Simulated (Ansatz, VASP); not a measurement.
**Two plane-wave programs on Fe**

Contents of INCAR:

```
ALGO = Fast ; EDIFF = 1E-6
EDIFFG = -0.01 ; ENCUT = 600
GGA = PS ; IBRION = 2
ISIF = 3 ; ISMEAR = 0
LASPH = True ; LCHARG = False
LREAL = False ; LWAVE = False
NELM = 60 ; NSW = 100
PREC = Accurate ; SIGMA = 0.1
```

Contents of KPOINTS:

```
k-points
0
Gamma
  15 15 10
```

File POSCAR:

```
Fe
1.0
    3.5935354581      0.0000000000      0.0000000000
   -1.7967677291      3.1120929961      0.0000000000
    0.0000000000      0.0000000000      4.8090459567
Fe
4
Direct
    0.3333333333      0.6666666667      0.4640515197
    0.6666666667      0.3333333333      0.9640515197
    0.6666666667      0.3333333333      0.5359484803
    0.3333333333      0.6666666667      0.0359484803
```

Input for Ansatz:

```yaml
crystal:
  lattice:
    - [3.5935354581, 0.0, 0.0]
    - [-1.7967677291, 3.1120929961, 0.0]
    - [0.0, 0.0, 4.8090459567]
  atoms:
    - { symbol: Fe, position: [0.3333333333, 0.6666666667, 0.4640515197] }
    - { symbol: Fe, position: [0.6666666667, 0.3333333333, 0.9640515197] }
    - { symbol: Fe, position: [0.6666666667, 0.3333333333, 0.5359484803] }
    - { symbol: Fe, position: [0.3333333333, 0.6666666667, 0.0359484803] }
basis:
  ecutwfc: 420
kpoints:
  mp_grid: { grid: [15, 15, 10] }
hamiltonian:
  xc: pbesol
scf:
  occupations: { method: gaussian, width: 0.1 }
output:
  forces: true
  stress: true
  eigenvalues: true
relax:
  adjacent_minimum: "off"
  f_tol: 0.01
  max_steps: 80
  cell: { stress_tol: 0.05 }
```

Alike in both runs: task relaxation of cell and atoms; functional PBEsol; k mesh 15 × 15 × 10; occupations gaussian, width 0.1 eV; no spin polarisation.

|  | VASP | Ansatz |
| --- | --- | --- |
| version | VASP 6.6.1 | Ansatz 0.2.0 |
| potentials or method | VASP PAW PBE potentials, release 64 (Fe), cutoff 600 eV | scalar-relativistic, plane waves, PAW |
| valence electrons in the cell | 32 | 64 |

Ansatz gave:

| Item | Value |
| --- | --- |
| gap on the k mesh at the Fermi level, each at its own relaxed structure (eV) | none |
| relaxed volume (Å³/atom) | 13.39 |
| relaxed cell length with the largest relative difference (Å) | 3.598 |

Task: What did VASP give for the same quantities?

Result: gap on the k mesh at the Fermi level, each at its own relaxed structure (eV): none; relaxed volume (Å³/atom): 13.28; relaxed cell length with the largest relative difference (Å): 3.584.

VASP's potentials were made for PBE, not for PBEsol. A gap of «none» marks a metal or a gap that the smearing closes. VASP's potentials hold 32 valence electrons a cell and Ansatz's 64, so a difference there can come from the potentials and not from the codes.
